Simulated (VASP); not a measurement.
# Ta4F in VASP: relaxation of the atoms with LDA

Aim: the relaxation of the atoms of Ta4F with LDA.

Program: VASP 6.6.1. These are calculated values, not measurements. Logs are shortened: lines on timing, memory, paths and dates and some standing lists are left out, and cuts for length are marked.

## Step 1: The cell of the first run

The cell holds a slab with vacuum, 5 atoms: a = 3.253 Å, b = 3.253 Å, c = 20.214 Å, α = 90.00°, β = 90.00°, γ = 90.00°.

## Step 2: Relaxation of the atoms, LDA

Input file INCAR:

```
PREC = Accurate ; ENCUT = 520
EDIFF = 1E-7 ; ISMEAR = 0
SIGMA = 0.1 ; LREAL = False
LASPH = True ; NELM = 120
ALGO = Normal ; ISIF = 2
LWAVE = False ; LCHARG = False
LDIPOL = True ; IDIPOL = 3
DIPOL = 0.5 0.5 0.362 ; IBRION = 2
NSW = 36 ; EDIFFG = -0.025
GGA_COMPAT = False ; NELMIN = 4
NELMDL = -8
```

Input file KPOINTS:

```
regular mesh
0
Gamma
  8 8 1
```

Input file POSCAR:

```
Ta4F
1.0
    3.2528679937      0.0000000000      0.0000000000
    0.0000000000      3.2528679937      0.0000000000
    0.0000000000      0.0000000000     20.2137485622
Ta F
4 1
Selective dynamics
Direct
    0.5000000000      0.5000000000      0.1978851170  F F F
    0.0000000000      0.0000000000      0.2783468875  F F F
    0.5000000000      0.5000000000      0.3580282239  F F F
    0.0000000000      0.0000000000      0.4310802885  F F F
    0.0000000000      0.0000000000      0.5438748052  F F T
```

Potentials or basis: VASP PAW LDA potentials, release 64 (Ta_pv, F).

Command:

```bash
cat potpaw_LDA.64/Ta_pv/POTCAR potpaw_LDA.64/F/POTCAR > POTCAR
mpirun -np 1 vasp_std > vasp.out
```

OUTCAR:

```text
PREC = Accurate
   ENCUT = 520
   EDIFF = 1E-7
   ISMEAR = 0
   LREAL = False
   LASPH = True
   NELM = 120
   ISIF = 2
   IBRION = 2
   NSW = 36
   EDIFFG = -0.025
   NELMIN = 4
   NELMDL = -8

 ion  position               nearest neighbor table
   1  0.500  0.500  0.198-   2 2.82   2 2.82   2 2.82   2 2.82   3 3.24
   2  0.000  0.000  0.278-   3 2.81   3 2.81   3 2.81   3 2.81   1 2.82   1 2.82   1 2.82   1 2.82
                             4 3.09
   3  0.500  0.500  0.358-   4 2.73   4 2.73   4 2.73   4 2.73   2 2.81   2 2.81   2 2.81   2 2.81
                             1 3.24
   4  0.000  0.000  0.431-   5 2.28   3 2.73   3 2.73   3 2.73   3 2.73   2 3.09
   5  0.000  0.000  0.544-   4 2.28

  LATTYP: Found a simple tetragonal cell.
 ALAT       =     3.2528679937
 C/A-ratio  =     6.2141312225

  Lattice vectors:

 A1 = (   3.2528679937,   0.0000000000,   0.0000000000)
 A2 = (   0.0000000000,   3.2528679937,   0.0000000000)
 A3 = (   0.0000000000,   0.0000000000,  20.2137485622)

Analysis of symmetry for initial positions (statically):
=====================================================================
 Subroutine PRICEL returns:
 Original cell was already a primitive cell.

 Routine SETGRP: Setting up the symmetry group for a
 simple tetragonal supercell.

 Subroutine GETGRP returns: Found  8 space group operations
 (whereof  8 operations were pure point group operations)
 out of a pool of 16 trial point group operations.

The static configuration has the point symmetry C_4v.

Analysis of symmetry for dynamics (positions and initial velocities):
=====================================================================
 Subroutine PRICEL returns:
 Original cell was already a primitive cell.

 Routine SETGRP: Setting up the symmetry group for a
 simple tetragonal supercell.

 Subroutine GETGRP returns: Found  8 space group operations
 (whereof  8 operations were pure point group operations)
 out of a pool of 16 trial point group operations.

The dynamic configuration has the point symmetry C_4v.

Analysis of constrained symmetry for selective dynamics:
=====================================================================
 Subroutine PRICEL returns:
 Original cell was already a primitive cell.

 Routine SETGRP: Setting up the symmetry group for a
 simple tetragonal supercell.

 Subroutine GETGRP returns: Found  8 space group operations
 (whereof  8 operations were pure point group operations)
 out of a pool of 16 trial point group operations.

The constrained configuration has the point symmetry C_4v.

 Subroutine INISYM returns: Found  8 space group operations
 (whereof  8 operations are pure point group operations),
 and found     1 'primitive' translations

----------------------------------------------------------------------------------------

                                     Primitive cell

  volume of cell :     213.8847

  direct lattice vectors                    reciprocal lattice vectors
     3.252867994  0.000000000  0.000000000     0.307421021  0.000000000  0.000000000
     0.000000000  3.252867994  0.000000000     0.000000000  0.307421021  0.000000000
     0.000000000  0.000000000 20.213748562     0.000000000  0.000000000  0.049471279

  length of vectors
     3.252867994  3.252867994 20.213748562     0.307421021  0.307421021  0.049471279

  position of ions in fractional coordinates (direct lattice)
     0.500000000  0.500000000  0.197885117
     0.000000000  0.000000000  0.278346887
     0.500000000  0.500000000  0.358028224
     0.000000000  0.000000000  0.431080288
     0.000000000  0.000000000  0.543874805

  ion indices of the primitive-cell ions
   primitive index   ion index
                 1           1
                 2           2
                 3           3
                 4           4
                 5           5

----------------------------------------------------------------------------------------

 KPOINTS: regular mesh

Automatic generation of k-mesh.
 Grid dimensions read from file:
 generate k-points for:    8    8    1

 Generating k-lattice:

  Cartesian coordinates                     Fractional coordinates (reciprocal lattice)
     0.038427628  0.000000000  0.000000000     0.125000000  0.000000000  0.000000000
     0.000000000  0.038427628  0.000000000     0.000000000  0.125000000  0.000000000
     0.000000000  0.000000000  0.049471279     0.000000000  0.000000000  1.000000000

  Length of vectors
     0.038427628  0.038427628  0.049471279

  Shift w.r.t. Gamma in fractional coordinates (k-lattice)
     0.000000000  0.000000000  0.000000000

 Subroutine IBZKPT returns following result:
 ===========================================

 Found     15 irreducible k-points:

 Following reciprocal coordinates:
            Coordinates               Weight
  0.000000  0.000000  0.000000      1.000000
  0.125000  0.000000  0.000000      4.000000
  0.250000  0.000000  0.000000      4.000000
  0.375000  0.000000  0.000000      4.000000
  0.500000  0.000000  0.000000      2.000000
  0.125000  0.125000  0.000000      4.000000
  0.250000  0.125000  0.000000      8.000000
  0.375000  0.125000  0.000000      8.000000
  0.500000  0.125000  0.000000      4.000000
  0.250000  0.250000  0.000000      4.000000
  0.375000  0.250000  0.000000      8.000000
  0.500000  0.250000  0.000000      4.000000
  0.375000  0.375000  0.000000      4.000000
  0.500000  0.375000  0.000000      4.000000
  0.500000  0.500000  0.000000      1.000000
   k-points           NKPTS =     15   k-points in BZ     NKDIM =     15   number of bands    NBANDS=     30
   number of dos      NEDOS =    301   number of ions     NIONS =      5
   total plane-waves  NPLWV =  86400
   dimension x,y,z NGX =    24 NGY =   24 NGZ =  150
   dimension x,y,z NGXF=    48 NGYF=   48 NGZF=  300
   ions per type =               4   1
   NGX,Y,Z   is equivalent  to a cutoff of  12.27, 12.27, 12.34 a.u.
   NGXF,Y,Z  is equivalent  to a cutoff of  24.53, 24.53, 24.67 a.u.
 SYSTEM =  unknown system
   PREC   = accura    normal or accurate (medium, high low for compatibility)
   ISTART =      0    job   : 0-new  1-cont  2-samecut
   ICHARG =      2    charge: 1-file 2-atom 10-const
   ISPIN  =      1    spin polarized calculation?
   LNONCOLLINEAR =      F non collinear calculations
   LSORBIT =      F    spin-orbit coupling
   LASPH  =      T    aspherical Exc in radial PAW
   ENCUT  =  520.0 eV  38.22 Ry    6.18 a.u.   6.05  6.05 37.58*2*pi/ulx,y,z
   NELM   =    120;   NELMIN=  4; NELMDL= -8     # of ELM steps
   EDIFF  = 0.1E-06   stopping-criterion for ELM
   LREAL  =      F    real-space projection
   EDIFFG = -.3E-01   stopping-criterion for IOM
   NSW    =     36    number of steps for IOM
   IBRION =      2    ionic relax: 0-MD 1-quasi-New 2-CG
   NFREE  =      1    steps in history (QN), initial steepest desc. (CG)
   ISIF   =      2    stress and relaxation
   ISYM   =      2    0-nonsym 1-usesym 2-fastsym
   POTIM  = 0.5000    time-step for ionic-motion
   TEBEG  =    0.0;   TEEND  =   0.0 temperature during run
   PSTRESS=    0.0 pullay stress
   NELECT =      51.0000    total number of electrons
   NUPDOWN=      -1.0000    fix difference up-down
   EMIN   =  10.00;   EMAX   =-10.00  energy-range for DOS
   EFERMI =   0.00;   METHOD = LEGACY
   ISMEAR =     0;   SIGMA  =   0.10  broadening in eV -4-tet -1-fermi 0-gaus
   EFERMI_NEDOS =   21; number of points for ismear=-14 and -15
   IALGO  =     38    algorithm
   IMIX   =      4    mixing-type and parameters
     AMIX     =   0.40;   BMIX     =  1.00
     AMIX_MAG =   1.60;   BMIX_MAG =  1.00
  volume/ion in A,a.u.               =      42.78       288.67
  Fermi-wavevector in a.u.,A,eV,Ry     =   1.015169  1.918391 14.021728  1.030568
  Thomas-Fermi vector in A             =   2.148439
   LORBIT       =      0    0 simple, 1 ext, 2 COOP (PROOUT), +10 PAW based schemes
   GGA     = CA    functional components
   LHFCALC =     F    Hartree Fock is set to
   AEXX    =    0.0000 exact exchange contribution
   IVDW    =     0    specifies the selected vdW correction
   LEPSILON=     F    determine dielectric tensor
   LRPA    =     F    only Hartree local field effects (RPA)
 conjugate gradient relaxation of ions
 non-spin polarized calculation
 Gauss-broadening in eV      SIGMA  =   0.10
  energy-cutoff  :      520.00
  volume of cell :      213.88
 maximum number of plane-waves:      5812
   NGX = 13   NGY = 13   NGZ = 75

--------------------------------------- Ionic step        1  -------------------------------------------

 number of electron      51.0000000 magnetization

 Free energy of the ion-electron system (eV)
  ---------------------------------------------------
  ext. energy  EPLUGINS =         0.00000000
  ---------------------------------------------------
  free energy    TOTEN  =       -52.47978127 eV

  energy without entropy =      -52.45967019  energy(sigma->0) =      -52.46972573

------------------------ aborting loop because EDIFF is reached ----------------------------------------

  FORCE on cell =-STRESS in cart. coord.  units (eV):
  Direction    XX          YY          ZZ          XY          YZ          ZX
  --------------------------------------------------------------------------------------
  -------------------------------------------------------------------------------------
  Total       -3.0871217     -3.0871217    -10.2197700      0.0000000      0.0000000      0.0000000
  in kB      -23.1251518    -23.1251518    -76.5547192      0.0000000      0.0000000      0.0000000
  external PRESSURE =     -40.9350076 kB  Pullay stress =       0.0000000 kB
[... 65 lines left out ...]
--------------------------------------- Ionic step        3  -------------------------------------------

 number of electron      50.9999997 magnetization

 E-fermi :   0.3234     XC(G=0):  -5.5968

 val. band max:        0.2863442184   @ k =   0.2500   0.0000   0.0000
 cond. band min:       0.3271887718   @ k =   0.5000   0.0000   0.0000
 fundamental gap:      0.0408445534
 Fermi energy:         0.3234252230

 k-point     1 :       0.0000    0.0000    0.0000
  band No.  band energies     occupation
      1     -42.1136      2.00000
      2     -34.3748      2.00000
      3     -34.2252      2.00000
      4     -34.2252      2.00000
      5     -34.1247      2.00000
      6     -34.1247      2.00000
[... 516 lines left out ...]
  FREE ENERGIE OF THE ION-ELECTRON SYSTEM (eV)
  ---------------------------------------------------
  free  energy   TOTEN  =       -40.2794834240 eV

  energy  without entropy=      -40.2575668504  energy(sigma->0) =      -40.26852514

 dipolmoment           0.000000      0.000000     -0.253419 electrons x Angstroem

[... ionic steps 4 to 17 ...]

--------------------------------------- Ionic step       18  -------------------------------------------

 number of electron      50.9999999 magnetization

------------------------ aborting loop because EDIFF is reached ----------------------------------------
[... 73 lines left out ...]
--------------------------------------- Ionic step       20  -------------------------------------------

 number of electron      50.9999999 magnetization

 dipolmoment           0.000000      0.000000      0.163593 electrons x Angstroem

 Free energy of the ion-electron system (eV)
  ---------------------------------------------------
  ext. energy  EPLUGINS =         0.00000000
  ---------------------------------------------------
  free energy    TOTEN  =       -53.98868500 eV

  energy without entropy =      -53.97056723  energy(sigma->0) =      -53.97962612

 E-fermi :  -1.4648     XC(G=0):  -5.7177

 val. band max:       -1.4669102381   @ k =   0.3750   0.1250   0.0000
 cond. band min:      -1.3510767501   @ k =   0.5000   0.0000   0.0000
 fundamental gap:      0.1158334880
 Fermi energy:        -1.4648322467

 k-point     1 :       0.0000    0.0000    0.0000
  band No.  band energies     occupation
      1     -36.3687      2.00000
      2     -36.1660      2.00000
      3     -35.9893      2.00000
      4     -35.9893      2.00000
      5     -35.8190      2.00000
      6     -35.8190      2.00000
[... 484 lines left out ...]
     29       1.0831      0.00000
     30       2.2554      0.00000

------------------------ aborting loop because EDIFF is reached ----------------------------------------

 vacuum level on the upper side and lower side of the slab       (xc-potential included)         1.342        -1.534

  FORCE on cell =-STRESS in cart. coord.  units (eV):
  Direction    XX          YY          ZZ          XY          YZ          ZX
  --------------------------------------------------------------------------------------
  -------------------------------------------------------------------------------------
  Total       -2.7008795     -2.7008795      1.6224873      0.0000000      0.0000000     -0.0000000
  in kB      -20.2318716    -20.2318716     12.1538021      0.0000000      0.0000000     -0.0000000
  external PRESSURE =      -9.4366470 kB  Pullay stress =       0.0000000 kB
[... 20 lines left out ...]
  FREE ENERGIE OF THE ION-ELECTRON SYSTEM (eV)
  ---------------------------------------------------
  free  energy   TOTEN  =       -53.9886850043 eV

  energy  without entropy=      -53.9705672267  energy(sigma->0) =      -53.97962612

 reached required accuracy - stopping structural energy minimisation

 vacuum level on the upper side and lower side of the slab         5.619         2.663
```

It took 17 min on 1 thread of AMD EPYC 9R45 (Zen 5), shared host; peak memory 0.25 GiB.

What came out:

| Property | Result |
| --- | --- |
| Free energy | -53.9887 eV |
| Band gap on the k mesh | zero (an odd number of electrons rules out a gap without spin polarisation) |

Final structure:
```xyz
5
Lattice="3.2529 0.0000 0.0000 0.0000 3.2529 0.0000 0.0000 0.0000 20.2137" Properties=species:S:1:pos:R:3 pbc="T T T"
Ta    1.6264    1.6264    4.0000
Ta    0.0000    0.0000    5.6264
Ta    1.6264    1.6264    7.2371
Ta    0.0000    0.0000    8.7137
F     0.0000    0.0000   10.5692
```

Levels at points of the mesh, in eV from the Fermi level:
| k point | band 24 | band 25 | band 26 | band 27 | band 28 | band 29 |
| --- | --- | --- | --- | --- | --- | --- |
| (0.00, 0.00, 0.00) | -0.11 | 0.37 | 0.37 | 0.50 | 0.86 | 0.86 |
| (0.50, 0.00, 0.00) | -1.21 | 0.11 | 0.22 | 0.35 | 0.79 | 1.19 |
| (0.50, 0.50, 0.00) | -1.44 | -0.26 | -0.26 | 2.21 | 2.21 | 2.55 |

Caveat: spin-orbit coupling is left out, which moves the levels of the heavy elements.

The gap in the log of VASP goes by the Fermi energy; the results here count the filled bands.